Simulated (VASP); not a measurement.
# Ga (Cmce) in VASP: a series of runs, part 2 of 2

VASP 6.6.1. Earlier steps stand in the parts before.

## 3. Electric field gradients, PBEsol (zz strain of +3 %)

Contents of INCAR:

```
SYSTEM = Ga
ALGO = Normal
EDIFF = 1E-8
ENCUT = 520
GGA = PS
ISIF = 2
ISMEAR = -1
LASPH = .TRUE.
LCHARG = .FALSE.
LEFG = .TRUE.
LREAL = .FALSE.
LWAVE = .FALSE.
NBANDS = 34
NELM = 100
PREC = Accurate
SIGMA = 0.05
```

Contents of KPOINTS:

```
k-points
0
G
  9 9 8
  0 0 0
```

Contents of POSCAR:

```
Ga
1.0
    2.2553500000     -3.8224000000      0.0000000000
    2.2553500000      3.8224000000      0.0000000000
    0.0000000000      0.0000000000      4.6522010000
Ga
4
Direct
    0.1525000000      0.8475000000      0.0785000000
    0.6525000000      0.3475000000      0.4215000000
    0.8475000000      0.1525000000      0.9215000000
    0.3475000000      0.6525000000      0.5785000000
```

Potentials or basis: VASP PAW PBE potentials, release 64 (Ga_d).

Command:

```
> cat potpaw_PBE.64/Ga_d/POTCAR > POTCAR
> mpirun -np 1 vasp_std > vasp.out
```

OUTCAR:

```text
SYSTEM = Ga
   EDIFF = 1E-8
   ENCUT = 520
   GGA = PS
   ISIF = 2
   ISMEAR = -1
   LASPH = .TRUE.
   LREAL = .FALSE.
   NELM = 100
   PREC = Accurate

 ion  position               nearest neighbor table
   1  0.153  0.847  0.078-   3 2.44   2 2.76   2 2.76   4 2.76   4 2.76   3 2.80   3 2.80
   2  0.653  0.347  0.422-   4 2.44   1 2.76   1 2.76   3 2.76   3 2.76   4 2.80   4 2.80
   3  0.847  0.153  0.922-   1 2.44   4 2.76   4 2.76   2 2.76   2 2.76   1 2.80   1 2.80
   4  0.347  0.653  0.578-   2 2.44   3 2.76   3 2.76   1 2.76   1 2.76   2 2.80   2 2.80

  LATTYP: Found a base centered orthorhombic cell.
 ALAT       =     4.5107000000
 B/A-ratio  =     1.6948145521
 C/A-ratio  =     1.0313700756

  Lattice vectors:

 A1 = (   2.2553500000,  -3.8224000000,   0.0000000000)
 A2 = (   2.2553500000,   3.8224000000,   0.0000000000)
 A3 = (   0.0000000000,   0.0000000000,   4.6522010000)

Analysis of symmetry for initial positions (statically):
=====================================================================
 Subroutine PRICEL returns:
 Original cell was already a primitive cell.

 Routine SETGRP: Setting up the symmetry group for a
[... 1094 lines left out ...]
      2.25535     -2.65657      4.28700         0.000000      0.487634     -0.130777
      2.25535      1.16583      2.69130         0.000000      0.487634      0.130777
 -----------------------------------------------------------------------------------
    total drift:                                0.000000      0.000000     -0.000000

  FREE ENERGIE OF THE ION-ELECTRON SYSTEM (eV)
  ---------------------------------------------------
  free  energy   TOTEN  =       -13.3269106428 eV

  energy  without entropy=      -13.3186060552  energy(sigma->0) =      -13.32275835

 Electric field gradients (V/A^2)
---------------------------------------------------------------------
 ion       V_xx      V_yy      V_zz      V_xy      V_xz      V_yz
---------------------------------------------------------------------
   1      23.814   -40.411    16.597    -0.000     0.000    25.373
   2      23.814   -40.411    16.597    -0.000     0.000   -25.373
   3      23.814   -40.411    16.597    -0.000     0.000    25.373
   4      23.814   -40.411    16.597    -0.000     0.000   -25.373
---------------------------------------------------------------------

 Electric field gradients after diagonalization (V/A^2)
 (convention: |V_zz| > |V_xx| > |V_yy|)
----------------------------------------------------------------------
 ion       V_xx      V_yy      V_zz     asymmetry (V_yy - V_xx)/ V_zz
----------------------------------------------------------------------
   1      26.254    23.814   -50.068       0.049
   2      26.254    23.814   -50.068       0.049
   3      26.254    23.814   -50.068       0.049
   4      26.254    23.814   -50.068       0.049
----------------------------------------------------------------------

           NMR quadrupolar parameters

 Cq : quadrupolar parameter    Cq=e*Q*V_zz/h
 eta: asymmetry parameters     (V_yy - V_xx)/ V_zz
 Q  : nuclear electric quadrupole moment in mb (millibarn)
----------------------------------------------------------------------
 ion       Cq(MHz)       eta       Q (mb)
----------------------------------------------------------------------
   1      -0.121       0.049       1.000
   2      -0.121       0.049       1.000
   3      -0.121       0.049       1.000
   4      -0.121       0.049       1.000
----------------------------------------------------------------------
```

OSZICAR:

```text
N       E                     dE             d eps       ncg     rms          rms(c)
DAV:   1     0.355874346262E+03    0.35587E+03   -0.25413E+04  8706   0.286E+03
DAV:   2     0.307550306146E+02   -0.32512E+03   -0.31727E+03  8764   0.533E+02
DAV:   3    -0.121123074684E+02   -0.42867E+02   -0.42361E+02  9672   0.151E+02
DAV:   4    -0.134871578419E+02   -0.13749E+01   -0.13677E+01  9996   0.300E+01
DAV:   5    -0.135151423729E+02   -0.27985E-01   -0.27976E-01 10602   0.447E+00    0.265E+00
DAV:   6    -0.133623846548E+02    0.15276E+00   -0.31227E-01 10860   0.752E+00    0.138E+00
DAV:   7    -0.133297774905E+02    0.32607E-01   -0.77084E-02 12178   0.285E+00    0.345E-01
DAV:   8    -0.133268436484E+02    0.29338E-02   -0.16996E-02  9114   0.139E+00    0.495E-02
DAV:   9    -0.133269168465E+02   -0.73198E-04   -0.11980E-03  9786   0.373E-01    0.272E-02
DAV:  10    -0.133269083938E+02    0.84527E-05   -0.24893E-04  9718   0.178E-01    0.697E-03
DAV:  11    -0.133269121577E+02   -0.37639E-05   -0.38453E-05  9840   0.683E-02    0.579E-03
DAV:  12    -0.133269107191E+02    0.14387E-05   -0.17461E-05 10668   0.514E-02    0.117E-03
DAV:  13    -0.133269107183E+02    0.76034E-09   -0.17516E-06 10708   0.117E-02    0.500E-04
DAV:  14    -0.133269106687E+02    0.49597E-07   -0.13768E-07 11098   0.241E-03    0.148E-04
DAV:  15    -0.133269106562E+02    0.12526E-07   -0.94802E-09  5088   0.108E-03    0.863E-05
DAV:  16    -0.133269106397E+02    0.16527E-07   -0.17739E-09  4806   0.388E-04    0.210E-05
DAV:  17    -0.133269106428E+02   -0.31432E-08   -0.70717E-10  4772   0.270E-04
   1 F= -.13326911E+02 E0= -.13322758E+02  d E =-.830459E-02
```

stdout:

```text
POSCAR found type information on POSCAR Ga
 POSCAR found :  1 types and       4 ions
 scaLAPACK will be used
 -----------------------------------------------------------------------------
|                                                                             |
|                                                                             |
|     You enforced a specific xc type in the INCAR file but a different       |
|     I HOPE YOU KNOW WHAT YOU ARE DOING!                                     |
|                                                                             |
 -----------------------------------------------------------------------------

 LDA part: xc-table for (Slater+PW92), standard interpolation
 POSCAR, INCAR and KPOINTS ok, starting setup
 FFT: planning ... GRIDC
 FFT: planning ... GRID_SOFT
 FFT: planning ... GRID
 WAVECAR not read
 entering main loop
ion   1

ion   2

ion   3

ion   4
```

Wall time 8.6 min (1 thread of AMD EPYC 7R13, shared host); peak memory 0.34 GiB.

Results:

- Free energy: -13.3269 eV
- Pressure: -2.5 GPa
- Largest force: 0.505 eV/Å
- Band gap on the k mesh: zero (bands 26 and 27 overlap by 1.21 eV)
- Largest electric field gradient by atom: Ga -50.1 V/Å²

Forces in eV/Å, atoms in the order of the input:
```
Ga   0.000 -0.488  0.131
Ga   0.000 -0.488 -0.131
Ga   0.000  0.488 -0.131
Ga   0.000  0.488  0.131
```

Stress tensor (GPa, compression positive):
```
-3.44  0.00  0.00
 0.00  0.06  0.00
 0.00  0.00 -4.10
```

Electric field gradients, principal values (V/Å²):
```
atom   least  middle  greatest (by size)
1 Ga  23.814  26.254             -50.068
2 Ga  23.814  26.254             -50.068
3 Ga  23.814  26.254             -50.068
4 Ga  23.814  26.254             -50.068
```

Caveat: the cell differs from its parent crystal (zz strain of +3 %); without QUAD_EFG the Cq values of the log hold for a quadrupole moment of 1 mb, not for the nuclei; the PAW data sets were made with another functional, which shifts forces and pressure a little.

## 4. Electric field gradients, PBEsol (20.25 Å³/atom)

This run uses another cell than the first one, of 20.25 Å³/atom.

Contents of INCAR:

```
PREC = Accurate ; ENCUT = 520
EDIFF = 1E-8 ; ISMEAR = -1
SIGMA = 0.05 ; LREAL = False
LASPH = True ; NELM = 100
ALGO = Normal ; ISIF = 2
LWAVE = False ; LCHARG = False
GGA = PS ; LEFG = True
NBANDS = 34
```

Contents of KPOINTS:

```
regular mesh
0
Gamma
  9 9 8
```

Contents of POSCAR:

```
Ga
1.0
    2.2850290614     -3.8727005052      0.0000000000
    2.2850290614      3.8727005052      0.0000000000
    0.0000000000      0.0000000000      4.5761370792
Ga
4
Direct
    0.1525000000      0.8475000000      0.0785000000
    0.6525000000      0.3475000000      0.4215000000
    0.8475000000      0.1525000000      0.9215000000
    0.3475000000      0.6525000000      0.5785000000
```

Potentials or basis: VASP PAW PBE potentials, release 64 (Ga_d).

Command:

```
> cat potpaw_PBE.64/Ga_d/POTCAR > POTCAR
> mpirun -np 1 vasp_std > vasp.out
```

OUTCAR:

```text
PREC = Accurate
   ENCUT = 520
   EDIFF = 1E-8
   ISMEAR = -1
   LREAL = False
   LASPH = True
   NELM = 100
   ISIF = 2
   GGA = PS

 ion  position               nearest neighbor table
   1  0.153  0.847  0.078-   3 2.47   4 2.74   4 2.74   2 2.77   2 2.77   3 2.83   3 2.83
   2  0.653  0.347  0.422-   4 2.47   3 2.74   3 2.74   1 2.77   1 2.77   4 2.83   4 2.83
   3  0.847  0.153  0.922-   1 2.47   2 2.74   2 2.74   4 2.77   4 2.77   1 2.83   1 2.83
   4  0.347  0.653  0.578-   2 2.47   1 2.74   1 2.74   3 2.77   3 2.77   2 2.83   2 2.83

  LATTYP: Found a base centered orthorhombic cell.
 ALAT       =     4.5700581228
 B/A-ratio  =     1.6948145521
 C/A-ratio  =     1.0013301705

  Lattice vectors:

 A1 = (   2.2850290614,  -3.8727005052,   0.0000000000)
 A2 = (   2.2850290614,   3.8727005052,   0.0000000000)
 A3 = (   0.0000000000,   0.0000000000,   4.5761370792)

Analysis of symmetry for initial positions (statically):
=====================================================================
 Subroutine PRICEL returns:
 Original cell was already a primitive cell.

 Routine SETGRP: Setting up the symmetry group for a
 base centered orthorhombic supercell.

 Subroutine GETGRP returns: Found  8 space group operations
 (whereof  4 operations were pure point group operations)
 out of a pool of  8 trial point group operations.

The static configuration has the point symmetry C_2h.
 The point group associated with its full space group is D_2h.

Analysis of symmetry for dynamics (positions and initial velocities):
=====================================================================
 Subroutine PRICEL returns:
 Original cell was already a primitive cell.

 Routine SETGRP: Setting up the symmetry group for a
 base centered orthorhombic supercell.
[... 1051 lines left out ...]
     34      12.2645      0.00000

 [... further k-points ...]
[... 5 lines left out ...]
  --------------------------------------------------------------------------------------
  -------------------------------------------------------------------------------------
  Total       -1.7565469     -0.9987420     -1.9117627      0.0000000      0.0000000      0.0000000
  in kB      -34.7484694    -19.7573751    -37.8189886      0.0000000      0.0000000      0.0000000
  external PRESSURE =     -30.7749444 kB  Pullay stress =       0.0000000 kB

 VOLUME and BASIS-vectors are now :
 -----------------------------------------------------------------------------
  energy-cutoff  :      520.00
  volume of cell :       80.99
      direct lattice vectors                 reciprocal lattice vectors
     2.285029061 -3.872700505  0.000000000     0.218815598 -0.129108874  0.000000000
     2.285029061  3.872700505  0.000000000     0.218815598  0.129108874  0.000000000
     0.000000000  0.000000000  4.576137079     0.000000000  0.000000000  0.218524922

 POSITION                                       TOTAL-FORCE (eV/Angst)
 -----------------------------------------------------------------------------------
      2.28503      2.69153      0.35923         0.000000     -0.400187      0.103964
      2.28503     -1.18117      1.92884         0.000000     -0.400187     -0.103964
      2.28503     -2.69153      4.21691         0.000000      0.400187     -0.103964
      2.28503      1.18117      2.64730         0.000000      0.400187      0.103964
 -----------------------------------------------------------------------------------
    total drift:                                0.000000      0.000000     -0.000000

  FREE ENERGIE OF THE ION-ELECTRON SYSTEM (eV)
  ---------------------------------------------------
  free  energy   TOTEN  =       -13.3300131602 eV

  energy  without entropy=      -13.3208987515  energy(sigma->0) =      -13.32545596

 Electric field gradients (V/A^2)
---------------------------------------------------------------------
 ion       V_xx      V_yy      V_zz      V_xy      V_xz      V_yz
---------------------------------------------------------------------
   1      27.293   -38.360    11.068    -0.000     0.000    25.183
   2      27.293   -38.360    11.068     0.000     0.000   -25.183
   3      27.293   -38.360    11.068     0.000     0.000    25.183
   4      27.293   -38.360    11.068    -0.000    -0.000   -25.183
---------------------------------------------------------------------

 Electric field gradients after diagonalization (V/A^2)
 (convention: |V_zz| > |V_xx| > |V_yy|)
----------------------------------------------------------------------
 ion       V_xx      V_yy      V_zz     asymmetry (V_yy - V_xx)/ V_zz
----------------------------------------------------------------------
   1      27.293    21.638   -48.931       0.116
   2      27.293    21.638   -48.931       0.116
   3      27.293    21.638   -48.931       0.116
   4      27.293    21.638   -48.931       0.116
----------------------------------------------------------------------

           NMR quadrupolar parameters

 Cq : quadrupolar parameter    Cq=e*Q*V_zz/h
 eta: asymmetry parameters     (V_yy - V_xx)/ V_zz
 Q  : nuclear electric quadrupole moment in mb (millibarn)
----------------------------------------------------------------------
 ion       Cq(MHz)       eta       Q (mb)
----------------------------------------------------------------------
   1      -0.118       0.116       1.000
   2      -0.118       0.116       1.000
   3      -0.118       0.116       1.000
   4      -0.118       0.116       1.000
----------------------------------------------------------------------
```

Wall time 2.9 min (1 thread of AMD EPYC 9R45 (Zen 5), shared host); peak memory 0.34 GiB.

What came out:

| Property | Result |
| --- | --- |
| Free energy | -13.3300 eV |
| Pressure | -3.1 GPa |
| Largest force | 0.413 eV/Å |
| Band gap on the k mesh | zero (bands 26 and 27 overlap by 1.27 eV) |
| Largest electric field gradient by atom | Ga -48.9 V/Å² |

Forces on the atoms (eV/Å):
```
Ga   0.000 -0.400  0.104
Ga   0.000 -0.400 -0.104
Ga   0.000  0.400 -0.104
Ga   0.000  0.400  0.104
```

Electric field gradients, principal values (V/Å²):
```tsv
atom	least	middle	greatest (by size)
1 Ga	21.638	27.293	-48.931
2 Ga	21.638	27.293	-48.931
3 Ga	21.638	27.293	-48.931
4 Ga	21.638	27.293	-48.931
```

Caveat: the cell stands under tension; without QUAD_EFG the Cq values of the log hold for a quadrupole moment of 1 mb, not for the nuclei; the PAW data sets were made with another functional, which shifts forces and pressure a little.

## 5. Overview

```tsv
cell	gap on the mesh (eV)	pressure (GPa)	largest force (eV/Å)
a = 4.438, b = 4.438, c = 4.517 Å, angles 90.0, 90.0, 118.9°, 4 atoms	none	-1.1	0.44
a = 4.438, b = 4.438, c = 4.652 Å, angles 90.0, 90.0, 118.9°, 4 atoms	none	-2.5	0.50
a = 4.497, b = 4.497, c = 4.576 Å, angles 90.0, 90.0, 118.9°, 4 atoms	none	-3.1	0.41
```

Alike in all rows: task electric field gradients; level PBEsol; potentials or basis VASP PAW PBE potentials, release 64 (Ga_d); no spin polarisation; k mesh 9 × 9 × 8; cutoff (eV) 520; smearing fermi-dirac 0.05 eV.

Caveats: the PAW data sets were made with another functional, which shifts forces and pressure a little; the cell stands under tension (at least some runs).

Total energies depend on the potentials used, so only differences within one code and one set of settings carry meaning.
